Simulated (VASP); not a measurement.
# SrCl2 (I4mm) in VASP: further runs

The runs below take SrCl2 through single point, with r2SCAN.

Everything below comes from runs of VASP 6.6.1. Logs are shortened: lines on timing, memory, paths and dates and some standing lists are left out, and cuts for length are marked.

## (1) The cell of the first run

Symmetry: I4mm, No. 107, tetragonal system. The conventional cell has a = 4.929 Å, b = 4.929 Å, c = 6.971 Å, α = 90.00°, β = 90.00°, γ = 90.00°. Within 3.9 Å of Sr (site symmetry 4mm) lie 8 Cl at 2.96 to 3.08 Å. Cl (site symmetry 2mm) has 4 Sr at 2.96 to 3.08 Å and 6 Cl at 3.49 Å within 3.9 Å.

## (2) Single point, r2SCAN (all Cl atoms moved -0.100 Å, as atom 2 along Cartesian [1 0 0])

The input, POSCAR:

```
SrCl2
1.0
    0.0000000000      3.4855000000      3.4855000000
    3.4855000000      0.0000000000      3.4855000000
    3.4855000000      3.4855000000      0.0000000000
Sr Cl
1 2
Direct
    0.0000000000      0.0000000000      0.0000000000
    0.2643451442      0.2356548558      0.2356548558
    0.7643451442      0.7356548558      0.7356548558
```

The input, INCAR.step1:

```
PREC     = Accurate       # precision mode
ENCUT    = 520            # plane-wave cutoff, eV
ISMEAR   = 0              # smearing method
SIGMA    = 0.05           # smearing width, eV
LREAL    = False          # projectors in reciprocal space
LASPH    = True           # aspherical terms in the spheres
NELM     = 100            # most SCF steps
NBANDS   = 19             # bands
GGA      = PE             # functional
ALGO     = Normal         # electronic algorithm
EDIFF    = 1E-4           # SCF threshold, eV
LWAVE    = True           # write WAVECAR
LCHARG   = False          # write CHGCAR
```

The input, INCAR.step2:

```
PREC     = Accurate       # precision mode
ENCUT    = 520            # plane-wave cutoff, eV
EDIFF    = 1E-6           # SCF threshold, eV
ISMEAR   = 0              # smearing method
SIGMA    = 0.05           # smearing width, eV
LREAL    = False          # projectors in reciprocal space
LASPH    = True           # aspherical terms in the spheres
NELM     = 100            # most SCF steps
ALGO     = Normal         # electronic algorithm
ISIF     = 2              # what is computed and relaxed
LWAVE    = False          # write WAVECAR
LCHARG   = False          # write CHGCAR
METAGGA  = R2SCAN         # meta-GGA
LMIXTAU  = True         
NBANDS   = 19             # bands
ISTART   = 1
```

The input, KPOINTS:

```
regular mesh
0
Gamma
  6 6 6
```

Potentials or basis: VASP PAW PBE potentials, release 64 (Sr_sv, Cl).

Command:

```sh
> cat potpaw_PBE.64/Sr_sv/POTCAR potpaw_PBE.64/Cl/POTCAR > POTCAR
> cp INCAR.step1 INCAR
> mpirun -np 1 vasp_std > vasp.out
> cp INCAR.step2 INCAR
> mpirun -np 1 vasp_std > vasp.out
```

OUTCAR:

```text
PREC = Accurate
   ENCUT = 520
   EDIFF = 1E-6
   ISMEAR = 0
   LREAL = False
   LASPH = True
   NELM = 100
   ISIF = 2
   METAGGA = R2SCAN
   ISTART = 1

 ion  position               nearest neighbor table
   1  0.000  0.000  0.000-   3 2.96   3 2.96   2 2.96   2 2.96   3 3.08   2 3.08   2 3.08   3 3.08

   2  0.264  0.236  0.236-   1 2.96   1 2.96   1 3.08   1 3.08
   3  0.764  0.736  0.736-   1 2.96   1 2.96   1 3.08   1 3.08

  LATTYP: Found a face centered cubic cell.
 ALAT       =     6.9710000000

  Lattice vectors:

 A1 = (   0.0000000000,   3.4855000000,   3.4855000000)
 A2 = (   3.4855000000,   0.0000000000,   3.4855000000)
 A3 = (   3.4855000000,   3.4855000000,   0.0000000000)

Analysis of symmetry for initial positions (statically):
=====================================================================
 Subroutine PRICEL returns:
 Original cell was already a primitive cell.

 Routine SETGRP: Setting up the symmetry group for a
 face centered cubic supercell.

 Subroutine GETGRP returns: Found  8 space group operations
 (whereof  8 operations were pure point group operations)
 out of a pool of 48 trial point group operations.

The static configuration has the point symmetry C_4v.

Analysis of symmetry for dynamics (positions and initial velocities):
=====================================================================
 Subroutine PRICEL returns:
 Original cell was already a primitive cell.

 Routine SETGRP: Setting up the symmetry group for a
 face centered cubic supercell.

 Subroutine GETGRP returns: Found  8 space group operations
 (whereof  8 operations were pure point group operations)
 out of a pool of 48 trial point group operations.

The dynamic configuration has the point symmetry C_4v.

 Subroutine INISYM returns: Found  8 space group operations
 (whereof  8 operations are pure point group operations),
 and found     1 'primitive' translations

----------------------------------------------------------------------------------------

                                     Primitive cell

  volume of cell :      84.6887

  direct lattice vectors                    reciprocal lattice vectors
     0.000000000  3.485500000  3.485500000    -0.143451442  0.143451442  0.143451442
     3.485500000  0.000000000  3.485500000     0.143451442 -0.143451442  0.143451442
     3.485500000  3.485500000  0.000000000     0.143451442  0.143451442 -0.143451442

  length of vectors
     4.929241372  4.929241372  4.929241372     0.248465185  0.248465185  0.248465185

  position of ions in fractional coordinates (direct lattice)
     0.000000000  0.000000000  0.000000000
     0.264345144  0.235654856  0.235654856
     0.764345144  0.735654856  0.735654856

  ion indices of the primitive-cell ions
   primitive index   ion index
                 1           1
                 2           2
                 3           3

----------------------------------------------------------------------------------------

 KPOINTS: regular mesh

Automatic generation of k-mesh.
 Grid dimensions read from file:
 generate k-points for:    6    6    6

 Generating k-lattice:

  Cartesian coordinates                     Fractional coordinates (reciprocal lattice)
    -0.023908574  0.023908574  0.023908574     0.166666667  0.000000000  0.000000000
     0.023908574 -0.023908574  0.023908574     0.000000000  0.166666667  0.000000000
     0.023908574  0.023908574 -0.023908574     0.000000000  0.000000000  0.166666667

  Length of vectors
     0.041410864  0.041410864  0.041410864

  Shift w.r.t. Gamma in fractional coordinates (k-lattice)
     0.000000000  0.000000000  0.000000000

 Subroutine IBZKPT returns following result:
 ===========================================

 Found     30 irreducible k-points:

 Following reciprocal coordinates:
            Coordinates               Weight
  0.000000  0.000000  0.000000      1.000000
  0.166667  0.000000  0.000000      8.000000
  0.333333  0.000000  0.000000      8.000000
  0.500000  0.000000  0.000000      4.000000
  0.166667  0.166667  0.000000      4.000000
  0.000000  0.166667  0.166667      2.000000
[... 16 lines left out ...]
  0.500000  0.333333  0.166667      8.000000
  0.166667  0.500000  0.333333      8.000000
 [... further k-points ...]
   k-points           NKPTS =     30   k-points in BZ     NKDIM =     30   number of bands    NBANDS=     19
   number of dos      NEDOS =    301   number of ions     NIONS =      3
   total plane-waves  NPLWV =  64000
   dimension x,y,z NGX =    40 NGY =   40 NGZ =   40
   dimension x,y,z NGXF=    80 NGYF=   80 NGZF=   80
   ions per type =               1   2
   NGX,Y,Z   is equivalent  to a cutoff of  13.49, 13.49, 13.49 a.u.
   NGXF,Y,Z  is equivalent  to a cutoff of  26.98, 26.98, 26.98 a.u.
 SYSTEM =  unknown system
   PREC   = accura    normal or accurate (medium, high low for compatibility)
   ISTART =      1    job   : 0-new  1-cont  2-samecut
   ICHARG =      0    charge: 1-file 2-atom 10-const
   ISPIN  =      1    spin polarized calculation?
   LNONCOLLINEAR =      F non collinear calculations
   LSORBIT =      F    spin-orbit coupling
   LASPH  =      T    aspherical Exc in radial PAW
   ENCUT  =  520.0 eV  38.22 Ry    6.18 a.u.   9.17  9.17  9.17*2*pi/ulx,y,z
   NELM   =    100;   NELMIN=  2; NELMDL=  0     # of ELM steps
   EDIFF  = 0.1E-05   stopping-criterion for ELM
   LREAL  =      F    real-space projection
   EDIFFG = 0.1E-04   stopping-criterion for IOM
   NSW    =      0    number of steps for IOM
   IBRION =     -1    ionic relax: 0-MD 1-quasi-New 2-CG
   NFREE  =      0    steps in history (QN), initial steepest desc. (CG)
   ISIF   =      2    stress and relaxation
   ISYM   =      2    0-nonsym 1-usesym 2-fastsym
   POTIM  = 0.5000    time-step for ionic-motion
   TEBEG  =    0.0;   TEEND  =   0.0 temperature during run
   PSTRESS=    0.0 pullay stress
   NELECT =      24.0000    total number of electrons
   NUPDOWN=      -1.0000    fix difference up-down
   EMIN   =  10.00;   EMAX   =-10.00  energy-range for DOS
   EFERMI =   0.00;   METHOD = LEGACY
   ISMEAR =     0;   SIGMA  =   0.05  broadening in eV -4-tet -1-fermi 0-gaus
   EFERMI_NEDOS =   21; number of points for ismear=-14 and -15
   IALGO  =     38    algorithm
   IMIX   =      4    mixing-type and parameters
     AMIX     =   0.40;   BMIX     =  1.00
     AMIX_MAG =   1.60;   BMIX_MAG =  1.00
  volume/ion in A,a.u.               =      28.23       190.50
  Fermi-wavevector in a.u.,A,eV,Ry     =   1.075318  2.032056 15.732530  1.156308
  Thomas-Fermi vector in A             =   2.211171
   LORBIT       =      0    0 simple, 1 ext, 2 COOP (PROOUT), +10 PAW based schemes
   METAGGA = R2SCAN    functional components
   LHFCALC =     F    Hartree Fock is set to
   AEXX    =    0.0000 exact exchange contribution
   IVDW    =     0    specifies the selected vdW correction
   LEPSILON=     F    determine dielectric tensor
   LRPA    =     F    only Hartree local field effects (RPA)
 non-spin polarized calculation
 Gauss-broadening in eV      SIGMA  =   0.05
  energy-cutoff  :      520.00
  volume of cell :       84.69
 maximum number of plane-waves:      2301
 NGX is ok and might be reduce to    40
   NGX = 19   NGY = 19   NGZ = 19

 number of electron      24.0000002 magnetization

 Free energy of the ion-electron system (eV)
  ---------------------------------------------------
  ext. energy  EPLUGINS =         0.00000000
  ---------------------------------------------------
  free energy    TOTEN  =       -35.68021147 eV

  energy without entropy =      -35.68021147  energy(sigma->0) =      -35.68021147

 E-fermi :   0.0890     XC(G=0):  -8.7773

 val. band max:       -0.1960141315   @ k =   0.5000   0.5000   0.0000
 cond. band min:       5.7683615140   @ k =   0.0000   0.0000   0.0000
 fundamental gap:      5.9643756455
 Fermi energy:         0.0890331014

 k-point     1 :       0.0000    0.0000    0.0000
  band No.  band energies     occupation
      1     -34.1400      2.00000
      2     -15.5195      2.00000
      3     -15.5135      2.00000
      4     -15.5135      2.00000
      5     -14.0966      2.00000
      6     -13.2257      2.00000
[... 11 lines left out ...]
     18       9.4335      0.00000
     19       9.8875      0.00000

 k-point     2 :       0.1667    0.0000    0.0000
  band No.  band energies     occupation
      1     -34.1391      2.00000
      2     -15.6196      2.00000
      3     -15.5190      2.00000
      4     -15.5169      2.00000
      5     -13.9320      2.00000
      6     -13.2822      2.00000
[... 11 lines left out ...]
     18       9.2314      0.00000
     19      10.2482      0.00000

 k-point     3 :       0.3333    0.0000    0.0000
  band No.  band energies     occupation
      1     -34.1374      2.00000
      2     -15.7735      2.00000
      3     -15.5280      2.00000
      4     -15.5239      2.00000
      5     -13.7114      2.00000
      6     -13.3257      2.00000
[... 11 lines left out ...]
     18       9.1164      0.00000
     19       9.5909      0.00000

 k-point     4 :       0.5000    0.0000    0.0000
  band No.  band energies     occupation
      1     -34.1366      2.00000
      2     -15.8353      2.00000
      3     -15.5325      2.00000
      4     -15.5273      2.00000
      5     -13.6860      2.00000
      6     -13.2729      2.00000
[... 407 lines left out ...]
     18       9.2289      0.00000
     19      10.6355      0.00000

 k-point    23 :       0.5000    0.3333    0.1667
  band No.  band energies     occupation
      1     -34.1363      2.00000
      2     -15.7931      2.00000
      3     -15.6189      2.00000
      4     -15.5358      2.00000
      5     -13.4782      2.00000
      6     -13.4167      2.00000
[... 11 lines left out ...]
     18       9.3071      0.00000
     19      10.3025      0.00000

 k-point    24 :       0.1667    0.5000    0.3333
  band No.  band energies     occupation
      1     -34.1363      2.00000
      2     -15.7908      2.00000
      3     -15.6161      2.00000
      4     -15.5358      2.00000
      5     -13.4740      2.00000
      6     -13.4285      2.00000
[... 11 lines left out ...]
     18       9.2900      0.00000
     19      10.3185      0.00000

 [... further k-points ...]

------------------------ aborting loop because EDIFF is reached ----------------------------------------

  FORCE on cell =-STRESS in cart. coord.  units (eV):
  Direction    XX          YY          ZZ          XY          YZ          ZX
  --------------------------------------------------------------------------------------
  -------------------------------------------------------------------------------------
  Total        0.2655172      0.3057763      0.3057763      0.0000000      0.0000000      0.0000000
  in kB        5.0231711      5.7848103      5.7848103      0.0000000      0.0000000      0.0000000
  external PRESSURE =       5.5309305 kB  Pullay stress =       0.0000000 kB

 VOLUME and BASIS-vectors are now :
 -----------------------------------------------------------------------------
  energy-cutoff  :      520.00
  volume of cell :       84.69
      direct lattice vectors                 reciprocal lattice vectors
     0.000000000  3.485500000  3.485500000    -0.143451442  0.143451442  0.143451442
     3.485500000  0.000000000  3.485500000     0.143451442 -0.143451442  0.143451442
     3.485500000  3.485500000  0.000000000     0.143451442  0.143451442 -0.143451442

 POSITION                                       TOTAL-FORCE (eV/Angst)
 -----------------------------------------------------------------------------------
      0.00000      0.00000      0.00000        -0.302738      0.000000      0.000000
      1.64275      1.74275      1.74275         0.151369      0.000000      0.000000
      5.12825      5.22825      5.22825         0.151369      0.000000      0.000000
 -----------------------------------------------------------------------------------
    total drift:                                0.001660     -0.000001     -0.000001

  FREE ENERGIE OF THE ION-ELECTRON SYSTEM (eV)
  ---------------------------------------------------
  free  energy   TOTEN  =       -35.6802114670 eV

  energy  without entropy=      -35.6802114670  energy(sigma->0) =      -35.68021147
```

Run time: 2.1 min. Hardware: 1 thread of Intel Xeon Platinum 8488C (Sapphire Rapids), shared host; peak memory 0.27 GiB.

Results:

```yaml
Free_energy: -35.6802 eV
Pressure: 0.6 GPa
Largest_force: 0.303 eV/Å
Band_gap_on_the_k_mesh: 5.96 eV (least direct gap 5.98 eV)
```

Forces on the atoms (eV/Å):
```
Sr  -0.303  0.000  0.000
Cl   0.151  0.000  0.000
Cl   0.151  0.000  0.000
```

Caveat: the cell differs from its parent crystal (all Cl atoms moved -0.100 Å, as atom 2 along Cartesian [1 0 0]); the PAW data sets were made with another functional, which shifts forces and pressure a little. A k mesh can miss the band edges.

## (3) Single point, r2SCAN (all Cl atoms moved +0.050 Å, as atom 2 along Cartesian [1 0 0])

The input, POSCAR:

```
SrCl2
1.0
    0.0000000000      3.4855000000      3.4855000000
    3.4855000000      0.0000000000      3.4855000000
    3.4855000000      3.4855000000      0.0000000000
Sr Cl
1 2
Direct
    0.0000000000      0.0000000000      0.0000000000
    0.2428274279      0.2571725721      0.2571725721
    0.7428274279      0.7571725721      0.7571725721
```

The input, INCAR.step1:

```
ALGO = Normal
EDIFF = 1E-4
ENCUT = 520
GGA = PE
ISMEAR = 0
LASPH = T
LCHARG = F
LREAL = F
LWAVE = T
NBANDS = 19
NELM = 100
PREC = Accurate
SIGMA = 0.05
```

The input, INCAR.step2:

```
ALGO = Normal
EDIFF = 1E-6
ENCUT = 520
ISIF = 2
ISMEAR = 0
ISTART = 1
LASPH = T
LCHARG = F
LMIXTAU = T
LREAL = F
LWAVE = F
METAGGA = R2SCAN
NBANDS = 19
NELM = 100
PREC = Accurate
SIGMA = 0.05
```

The input, KPOINTS:

```
k-points
0
Gamma
  6 6 6
```

Potentials or basis: VASP PAW PBE potentials, release 64 (Sr_sv, Cl).

Command:

```sh
> cat potpaw_PBE.64/Sr_sv/POTCAR potpaw_PBE.64/Cl/POTCAR > POTCAR
> cp INCAR.step1 INCAR
> mpirun -np 1 vasp_std > vasp.out
> cp INCAR.step2 INCAR
> mpirun -np 1 vasp_std > vasp.out
```

It took 2.1 min on 1 thread of Intel Xeon Platinum 8488C (Sapphire Rapids), shared host; peak memory 0.27 GiB.

The run converged. Its results:

| Item | Value |
| --- | --- |
| Free energy | -35.6915 eV |
| Pressure | 0.5 GPa |
| Largest force | 0.150 eV/Å |
| Band gap on the k mesh | 5.97 eV (least direct gap 5.99 eV) |

Forces in eV/Å, atoms in the order of the input:
```
Sr   0.150  0.000  0.000
Cl  -0.075  0.000  0.000
Cl  -0.075  0.000  0.000
```

Levels at points of the mesh, in eV from the valence-band top:
| k point | band 8 | band 9 | band 10 | band 11 | band 12 | band 13 | band 14 | band 15 | band 16 | band 17 |
| --- | --- | --- | --- | --- | --- | --- | --- | --- | --- | --- |
| (0.00, 0.00, 0.00) | -2.16 | -2.16 | -0.35 | -0.35 | -0.35 | 5.97 | 6.68 | 6.70 | 9.59 | 9.59 |
| (0.50, 0.00, 0.00) | -1.59 | -1.49 | -1.35 | -1.07 | -1.07 | 7.29 | 7.30 | 8.14 | 8.35 | 9.35 |
| (0.50, 0.50, 0.00) | -1.93 | -1.93 | -0.41 | -0.40 | 0.00 | 5.99 | 7.79 | 8.22 | 8.69 | 8.72 |
| (0.00, 0.50, 0.50) | -1.93 | -1.93 | -0.40 | -0.40 | 0.00 | 5.99 | 7.80 | 8.22 | 8.72 | 8.72 |

Caveat: the cell differs from its parent crystal (all Cl atoms moved +0.050 Å, as atom 2 along Cartesian [1 0 0]); the PAW data sets were made with another functional, which shifts forces and pressure a little. A k mesh can miss the band edges.

## (4) Single point, r2SCAN (all Cl atoms moved +0.125 Å, as atom 2 along Cartesian [1 0 0])

The input, POSCAR:

```
SrCl2
1.0
    0.0000000000      3.4855000000      3.4855000000
    3.4855000000      0.0000000000      3.4855000000
    3.4855000000      3.4855000000      0.0000000000
Sr Cl
1 2
Direct
    0.0000000000      0.0000000000      0.0000000000
    0.2320685698      0.2679314302      0.2679314302
    0.7320685698      0.7679314302      0.7679314302
```

The input, INCAR.step1:

```
SYSTEM = SrCl2
  PREC = Accurate
  ENCUT = 520
  ISMEAR = 0
  SIGMA = 0.05
  LREAL = .False.
  LASPH = .True.
  NELM = 60
  NBANDS = 19
  GGA = PE
  ALGO = Normal
  EDIFF = 1E-4
  LWAVE = .True.
  LCHARG = .False.
```

The input, INCAR.step2:

```
SYSTEM = SrCl2
  PREC = Accurate
  ENCUT = 520
  EDIFF = 1E-6
  ISMEAR = 0
  SIGMA = 0.05
  LREAL = .False.
  LASPH = .True.
  NELM = 60
  ALGO = Normal
  ISIF = 2
  LWAVE = .False.
  LCHARG = .False.
  METAGGA = R2SCAN
  LMIXTAU = .True.
  NBANDS = 19
  ISTART = 1
```

The input, KPOINTS:

```
regular mesh
0
Gamma
  6 6 6
  0 0 0
```

Command:

```sh
> cat potpaw_PBE.64/Sr_sv/POTCAR potpaw_PBE.64/Cl/POTCAR > POTCAR
> cp INCAR.step1 INCAR
> mpirun -np 1 vasp_std > vasp.out
> cp INCAR.step2 INCAR
> mpirun -np 1 vasp_std > vasp.out
```

Run time: 2.2 min. Hardware: 1 thread of Intel Xeon Platinum 8488C (Sapphire Rapids), shared host; peak memory 0.27 GiB.

The run converged. Its results:

```
Free energy            : -35.6717 eV
Pressure               : 0.6 GPa
Largest force          : 0.379 eV/Å
Band gap on the k mesh : 5.96 eV (least direct gap 5.98 eV)
```

Forces on the atoms (eV/Å):
```
Sr   0.379  0.000  0.000
Cl  -0.189  0.000  0.000
Cl  -0.189  0.000  0.000
```

Stress tensor (GPa, compression positive):
```
0.54 0.00 0.00
0.00 0.66 0.00
0.00 0.00 0.66
```

Levels at points of the mesh, in eV from the valence-band top:
| k point | band 10 | band 11 | band 12 | band 13 | band 14 | band 15 |
| --- | --- | --- | --- | --- | --- | --- |
| (0.00, 0.00, 0.00) | -0.38 | -0.37 | -0.37 | 5.96 | 6.67 | 6.73 |
| (0.50, 0.00, 0.00) | -1.34 | -1.09 | -1.09 | 7.27 | 7.30 | 7.99 |
| (0.50, 0.50, 0.00) | -0.46 | -0.40 | 0.00 | 5.98 | 7.77 | 8.19 |
| (0.00, 0.50, 0.50) | -0.42 | -0.42 | -0.02 | 5.99 | 7.83 | 8.18 |

Caveat: the cell differs from its parent crystal (all Cl atoms moved +0.125 Å, as atom 2 along Cartesian [1 0 0]); the PAW data sets were made with another functional, which shifts forces and pressure a little.

(Part 1 of 2 ends here.)
